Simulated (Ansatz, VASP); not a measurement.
## Hf2S in VASP and in Ansatz

```xyz
6
Lattice="3.3743 0.0000 0.0000 -1.6871 2.9222 0.0000 0.0000 0.0000 11.7174" Properties=species:S:1:pos:R:3 pbc="T T T"
Hf    1.6871    0.9741   10.5435
Hf    0.0000    1.9481    4.6848
Hf    1.6871    0.9741    7.0327
Hf    0.0000    1.9481    1.1739
S     0.0000    0.0000    8.7881
S     0.0000    0.0000    2.9294
```

Alike in both runs: task single point; functional r2SCAN; k mesh 12 × 12 × 4; occupations gaussian, width 0.1 eV; no spin polarisation.

|  | VASP | Ansatz |
| --- | --- | --- |
| version | VASP 6.6.1 | Ansatz 0.2.0 |
| potentials or method | VASP PAW PBE potentials, release 64 (Hf_pv, S), cutoff 520 eV | scalar-relativistic, plane waves, PAW |
| valence electrons in the cell | 52 | 116 |

Ansatz gave:

| Quantity | Value |
| --- | --- |
| gap on the k mesh at the Fermi level (eV) | none |
| pressure (GPa) | 0.9 |
| traceless stress, the component that is largest in VASP (GPa) | 0.11 |
| rms of the force components (eV/Å) | 0.007 |

Question: What did VASP give for the same quantities?

Answer: gap on the k mesh at the Fermi level (eV): none; pressure (GPa): 0.0; traceless stress, the component that is largest in VASP (GPa): 0.01; rms of the force components (eV/Å): 0.012.

VASP's potentials were made for PBE, not for r2SCAN. Atom by atom the forces differ by 0.005 eV/Å (rms over components). A gap of «none» marks a metal or a gap that the smearing closes. VASP's potentials hold 52 valence electrons a cell and Ansatz's 116, so a difference there can come from the potentials and not from the codes.

Spin-orbit coupling is off throughout.
